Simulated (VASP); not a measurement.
# Si2Mo (I4/mmm) in VASP: a series of runs, part 2 of 2

VASP 6.6.1.

### Step 4. Relaxation of cell and atoms, PBEsol, target pressure 20 GPa, at which the enthalpy is minimised

This run uses another cell than the first one, of 12.26 Å³/atom.

File INCAR:

```
ALGO     = Normal         # electronic algorithm
EDIFF    = 1E-6           # SCF threshold, eV
EDIFFG   = -0.008         # ionic threshold
ENCUT    = 600            # plane-wave cutoff, eV
GGA      = PS             # functional
IBRION   = 2              # ionic algorithm
ISIF     = 3              # what is computed and relaxed
ISMEAR   = 0              # smearing method
LASPH    = T              # aspherical terms in the spheres
LCHARG   = F              # write CHGCAR
LREAL    = F              # projectors in reciprocal space
LWAVE    = F              # write WAVECAR
NELM     = 80             # most SCF steps
NSW      = 70             # ionic steps
PREC     = Accurate       # precision mode
PSTRESS  = 200.0        
SIGMA    = 0.1            # smearing width, eV
```

File KPOINTS:

```
k-points
0
Gamma
  18 18 18
```

File POSCAR:

```
Si2Mo
1.0
   -1.5522547803      1.5522547803      3.8167817751
    1.5522547803     -1.5522547803      3.8167817751
    1.5522547803      1.5522547803     -3.8167817751
Si Mo
2 1
Direct
    0.3344895593      0.3344895593      0.0000000000
    0.6655104407      0.6655104407      0.0000000000
    0.0000000000      0.0000000000      0.0000000000
```

Potentials or basis: VASP PAW PBE potentials, release 64 (Si, Mo_sv).

The run is started by

```sh
cat potpaw_PBE.64/Si/POTCAR potpaw_PBE.64/Mo_sv/POTCAR > POTCAR
mpirun -np 1 vasp_std > vasp.out
```

OUTCAR:

```text
EDIFF = 1E-6
   EDIFFG = -0.008
   ENCUT = 600
   GGA = PS
   IBRION = 2
   ISIF = 3
   ISMEAR = 0
   LASPH = T
   LREAL = F
   NELM = 80
   NSW = 70
   PREC = Accurate
   PSTRESS = 200.0

 ion  position               nearest neighbor table
   1  0.334  0.334  0.000-   2 2.53   3 2.53   3 2.53   3 2.53   3 2.53   2 2.55   2 2.55   2 2.55
                             2 2.55   3 2.55
   2  0.666  0.666  0.000-   1 2.53   3 2.53   3 2.53   3 2.53   3 2.53   1 2.55   1 2.55   1 2.55
                             1 2.55   3 2.55
   3  0.000  0.000  0.000-   2 2.53   1 2.53   2 2.53   1 2.53   2 2.53   1 2.53   1 2.53   2 2.53
                             1 2.55   2 2.55

  LATTYP: Found a body centered tetragonal cell.
 ALAT       =     3.1045095606
 C/A-ratio  =     2.4588629544

  Lattice vectors:

 A1 = (  -1.5522547803,   1.5522547803,   3.8167817751)
 A2 = (   1.5522547803,  -1.5522547803,   3.8167817751)
 A3 = (   1.5522547803,   1.5522547803,  -3.8167817751)

Analysis of symmetry for initial positions (statically):
=====================================================================
 Subroutine PRICEL returns:
 Original cell was already a primitive cell.

 Routine SETGRP: Setting up the symmetry group for a
 body centered tetragonal supercell.

 Subroutine GETGRP returns: Found 16 space group operations
 (whereof 16 operations were pure point group operations)
 out of a pool of 16 trial point group operations.

The static configuration has the point symmetry D_4h.

Analysis of symmetry for dynamics (positions and initial velocities):
=====================================================================
 Subroutine PRICEL returns:
 Original cell was already a primitive cell.

 Routine SETGRP: Setting up the symmetry group for a
 body centered tetragonal supercell.

 Subroutine GETGRP returns: Found 16 space group operations
 (whereof 16 operations were pure point group operations)
 out of a pool of 16 trial point group operations.

The dynamic configuration has the point symmetry D_4h.

 Subroutine INISYM returns: Found 16 space group operations
 (whereof 16 operations are pure point group operations),
 and found     1 'primitive' translations

----------------------------------------------------------------------------------------

                                     Primitive cell

  volume of cell :      36.7861

  direct lattice vectors                    reciprocal lattice vectors
    -1.552254780  1.552254780  3.816781775     0.000000000  0.322112070  0.131000416
     1.552254780 -1.552254780  3.816781775     0.322112070  0.000000000  0.131000416
     1.552254780  1.552254780 -3.816781775     0.322112070  0.322112070  0.000000000

  length of vectors
     4.403045869  4.403045869  4.403045869     0.347731641  0.347731641  0.455535258

  position of ions in fractional coordinates (direct lattice)
     0.334489559  0.334489559  0.000000000
     0.665510441  0.665510441  0.000000000
     0.000000000  0.000000000  0.000000000

  ion indices of the primitive-cell ions
   primitive index   ion index
                 1           1
                 2           2
                 3           3

----------------------------------------------------------------------------------------

[... 61 lines left out ...]
   ISTART =      0    job   : 0-new  1-cont  2-samecut
   ICHARG =      2    charge: 1-file 2-atom 10-const
   ISPIN  =      1    spin polarized calculation?
   LNONCOLLINEAR =      F non collinear calculations
   LSORBIT =      F    spin-orbit coupling
   LASPH  =      T    aspherical Exc in radial PAW
   ENCUT  =  600.0 eV  44.10 Ry    6.64 a.u.   8.79  8.79  8.79*2*pi/ulx,y,z
   NELM   =     80;   NELMIN=  2; NELMDL= -5     # of ELM steps
   EDIFF  = 0.1E-05   stopping-criterion for ELM
   LREAL  =      F    real-space projection
   EDIFFG = -.8E-02   stopping-criterion for IOM
   NSW    =     70    number of steps for IOM
   IBRION =      2    ionic relax: 0-MD 1-quasi-New 2-CG
   NFREE  =      1    steps in history (QN), initial steepest desc. (CG)
   ISIF   =      3    stress and relaxation
   ISYM   =      2    0-nonsym 1-usesym 2-fastsym
   POTIM  = 0.5000    time-step for ionic-motion
   TEBEG  =    0.0;   TEEND  =   0.0 temperature during run
   PSTRESS=  200.0 pullay stress
   NELECT =      22.0000    total number of electrons
   NUPDOWN=      -1.0000    fix difference up-down
   EMIN   =  10.00;   EMAX   =-10.00  energy-range for DOS
   EFERMI =   0.00;   METHOD = LEGACY
   ISMEAR =     0;   SIGMA  =   0.10  broadening in eV -4-tet -1-fermi 0-gaus
   EFERMI_NEDOS =   21; number of points for ismear=-14 and -15
   IALGO  =     38    algorithm
   IMIX   =      4    mixing-type and parameters
     AMIX     =   0.40;   BMIX     =  1.00
     AMIX_MAG =   1.60;   BMIX_MAG =  1.00
  volume/ion in A,a.u.               =      12.26        82.75
  Fermi-wavevector in a.u.,A,eV,Ry     =   1.379287  2.606474 25.884164  1.902432
  Thomas-Fermi vector in A             =   2.504270
   LORBIT       =      0    0 simple, 1 ext, 2 COOP (PROOUT), +10 PAW based schemes
   GGA     = PS    functional components
   LHFCALC =     F    Hartree Fock is set to
   AEXX    =    0.0000 exact exchange contribution
   IVDW    =     0    specifies the selected vdW correction
   LEPSILON=     F    determine dielectric tensor
   LRPA    =     F    only Hartree local field effects (RPA)
 conjugate gradient relaxation of ions
 non-spin polarized calculation
 Gauss-broadening in eV      SIGMA  =   0.10
  energy-cutoff  :      600.00
  volume of cell :       36.79
 maximum number of plane-waves:      1243
   NGX = 17   NGY = 17   NGZ = 17

--------------------------------------- Ionic step        1  -------------------------------------------

 number of electron      22.0000001 magnetization

 Free energy of the ion-electron system (eV)
  ---------------------------------------------------
  ext. energy  EPLUGINS =         0.00000000
  ---------------------------------------------------
  free energy    TOTEN  =       -24.89137510 eV

  energy without entropy =      -24.89017129  energy(sigma->0) =      -24.89077320

------------------------ aborting loop because EDIFF is reached ----------------------------------------

  FORCE on cell =-STRESS in cart. coord.  units (eV):
  Direction    XX          YY          ZZ          XY          YZ          ZX
  --------------------------------------------------------------------------------------
  -------------------------------------------------------------------------------------
  Total        4.7334221      4.7334221      5.0381296      0.0000000      0.0000000      0.0000000
  in kB      206.1590864    206.1590864    219.4302958      0.0000000      0.0000000      0.0000000
  external PRESSURE =      10.5828228 kB  Pullay stress =     200.0000000 kB
[... 182 lines left out ...]
--------------------------------------- Ionic step        6  -------------------------------------------

 number of electron      22.0000001 magnetization

 Free energy of the ion-electron system (eV)
  ---------------------------------------------------
  ext. energy  EPLUGINS =         0.00000000
  ---------------------------------------------------
  free energy    TOTEN  =       -24.90602286 eV

  energy without entropy =      -24.90487472  energy(sigma->0) =      -24.90544879

 E-fermi :  13.5257     XC(G=0): -12.9269

 val. band max:       13.4889207288   @ k =  -0.4444  -0.4444   0.4444
 cond. band min:      13.5330872406   @ k =  -0.4444   0.5000   0.2778
 fundamental gap:      0.0441665118
 Fermi energy:        13.5257460842

 k-point     1 :       0.0000    0.0000    0.0000
  band No.  band energies     occupation
      1     -46.9923      2.00000
      2     -21.2542      2.00000
      3     -21.1032      2.00000
      4     -21.1032      2.00000
      5      -0.5988      2.00000
      6       6.5787      2.00000
      7      10.0145      2.00000
      8      10.1718      2.00000
      9      10.6622      2.00000
     10      10.6622      2.00000
     11      13.9889      0.00000
     12      16.3277      0.00000
     13      17.2512      0.00000
     14      17.4178      0.00000
[... 401 lines left out ...]
      2     -21.2558      2.00000
      3     -21.2394      2.00000
      4     -21.0996      2.00000
      5       0.3388      2.00000
      6       6.7950      2.00000
      7       8.0680      2.00000
      8       9.9766      2.00000
      9      10.6731      2.00000
     10      11.5713      2.00000
     11      12.1259      2.00000
     12      15.6814      0.00000
     13      16.1867      0.00000
     14      17.8588      0.00000
     15      18.2758      0.00000

 [... further k-points ...]

------------------------ aborting loop because EDIFF is reached ----------------------------------------

  FORCE on cell =-STRESS in cart. coord.  units (eV):
  Direction    XX          YY          ZZ          XY          YZ          ZX
  --------------------------------------------------------------------------------------
  -------------------------------------------------------------------------------------
  Total        4.6036715      4.6036715      4.6129802      0.0000000     -0.0000000     -0.0000000
  in kB      199.9138620    199.9138620    200.3180937      0.0000000     -0.0000000     -0.0000000
  external PRESSURE =       0.0486059 kB  Pullay stress =     200.0000000 kB
[... 22 lines left out ...]
  energy  without entropy=      -24.9048747210  energy(sigma->0) =      -24.90544879

  enthalpy is  TOTEN    =       -20.3003677619 eV   P V=        4.6056550959

 reached required accuracy - stopping structural energy minimisation
```

It took 28 min on 1 thread of Intel Xeon 8259CL, shared host; peak memory 0.48 GiB.

What came out:

- Free energy: -24.9060 eV
- Relaxed volume: 12.30 Å³/atom
- Relaxed cell: a = 4.412 Å, b = 4.412 Å, c = 4.412 Å, α = 138.79°, β = 138.79°, γ = 59.69°
- Space group after relaxing (to 0.1 Å): I4/mmm (No. 139)
- Energy change on relaxing (the run minimises the enthalpy): -4.9 meV/atom
- Ionic steps: 6
- Pressure after relaxing: 20.0 GPa
- Band gap on the k mesh: zero (bands 11 and 12 overlap by 1.02 eV)

Forces on the atoms (eV/Å):
```
Si   0.000  0.000  0.003
Si   0.000  0.000 -0.003
Mo   0.000  0.000  0.000
```

The path:
```
step  energy change (eV)  largest force (eV/Å)  pressure (GPa)  volume (Å³)
   1              0.0000                0.1009           21.06        36.79
   2             -0.0520                0.0437           17.31        37.22
   3             -0.0196                0.0489           19.72        36.94
   4             -0.0123                0.0075           20.14        36.88
   5             -0.0144                0.0085           20.01        36.89
   6             -0.0146                0.0028           20.00        36.90
```

Final structure:
```xyz
3
Lattice="-1.5525 1.5525 3.8267 1.5525 -1.5525 3.8267 1.5525 1.5525 -3.8267" Properties=species:S:1:pos:R:3 pbc="T T T"
Si    0.0000    0.0000    2.5560
Si    0.0000    0.0000    5.0975
Mo    0.0000    0.0000    0.0000
```

Caveat: the cell is relaxed towards a set pressure, so the run minimises the enthalpy, not the energy; the PAW data sets were made with another functional, which shifts forces and pressure a little.

### Step 5. Single point, PBEsol (11.67 Å³/atom)

This run uses another cell than the first one, of 11.67 Å³/atom.

File INCAR:

```
SYSTEM = Si2Mo
PREC = Accurate ; ENCUT = 520
EDIFF = 1E-6 ; ISMEAR = 0
SIGMA = 0.1 ; LREAL = .FALSE.
LASPH = .TRUE. ; NELM = 60
ALGO = Normal ; ISIF = 2
LWAVE = .FALSE. ; LCHARG = .FALSE.
GGA = PS ; NBANDS = 18
```

File KPOINTS:

```
regular mesh
0
G
  18 18 18
  0 0 0
```

File POSCAR:

```
Si2Mo
1.0
   -1.5235698617      1.5235698617      3.7718292198
    1.5235698617     -1.5235698617      3.7718292198
    1.5235698617      1.5235698617     -3.7718292198
Si Mo
2 1
Direct
    0.3334413114      0.3334413114      0.0000000000
    0.6665586886      0.6665586886      0.0000000000
    0.0000000000      0.0000000000      0.0000000000
```

The run is started by

```sh
cat potpaw_PBE.64/Si/POTCAR potpaw_PBE.64/Mo_sv/POTCAR > POTCAR
mpirun -np 1 vasp_std > vasp.out
```

It took 2.4 min on 1 thread of Intel Xeon Platinum 8488C (Sapphire Rapids), shared host; peak memory 0.4 GiB.

The run converged. Its results:

```yaml
Free_energy: -24.5733 eV
Pressure: 37.5 GPa
Largest_force: 0.019 eV/Å
Band_gap_on_the_k_mesh: zero (bands 11 and 12 overlap by 1.06 eV)
```

Forces on the atoms (eV/Å):
```
Si   0.000  0.000 -0.019
Si   0.000  0.000  0.019
Mo   0.000  0.000  0.000
```

Stress tensor (GPa, compression positive):
```
37.50  0.00  0.00
 0.00 37.50  0.00
 0.00  0.00 37.41
```

Levels at points of the mesh, in eV from the Fermi level:
| k point | band 8 | band 9 | band 10 | band 11 | band 12 | band 13 | band 14 | band 15 |
| --- | --- | --- | --- | --- | --- | --- | --- | --- |
| (0.00, 0.00, 0.00) | -3.33 | -3.01 | -3.01 | 0.53 | 2.57 | 4.11 | 4.14 | 4.14 |
| (0.50, 0.00, 0.00) | -4.85 | -3.15 | -2.91 | -0.69 | 2.82 | 3.38 | 4.45 | 5.15 |
| (0.50, 0.50, 0.00) | -5.15 | -5.01 | -3.72 | -1.07 | 2.91 | 3.41 | 3.57 | 3.64 |
| (0.50, 0.50, 0.50) | -2.72 | -0.71 | -0.71 | -0.40 | -0.40 | 0.70 | 5.12 | 5.97 |

Caveat: the cell stands under pressure; the PAW data sets were made with another functional, which shifts forces and pressure a little.

### Step 6. Summary

```tsv
task	cell	k mesh	cutoff (eV)	gap on the mesh (eV)	pressure (GPa)	largest force (eV/Å)
single point	a = 3.190, b = 3.190, c = 4.515 Å, angles 110.7, 69.3, 90.0°, 3 atoms, atomic positions A	11 × 11 × 9	520	none	0.4	-
single point	a = 4.332 Å, angles 138.9, 138.9, 59.5°, 3 atoms, atomic positions B	20 × 20 × 20	520	none	40.7	0.01
relaxation of cell and atoms	relaxed to 20 GPa from a = 4.403 Å, angles 138.7, 138.7, 59.8°, 3 atoms, atomic positions C	18 × 18 × 18	600	none	20.0	-
single point	a = 4.344 Å, angles 138.9, 138.9, 59.5°, 3 atoms, atomic positions D	18 × 18 × 18	520	none	37.5	0.02
```

Alike in all rows: level PBEsol; potentials or basis VASP PAW PBE potentials, release 64 (Si, Mo_sv); no spin polarisation; smearing gaussian 0.1 eV.

Caveats: the PAW data sets were made with another functional, which shifts forces and pressure a little; the cell stands under pressure (at least some runs); the cell is relaxed towards a set pressure, so the run minimises the enthalpy, not the energy (at least some runs).

Absolute energies hang on the potentials; compare differences alone.

The gap in the log of VASP goes by the Fermi energy; the results here count the filled bands.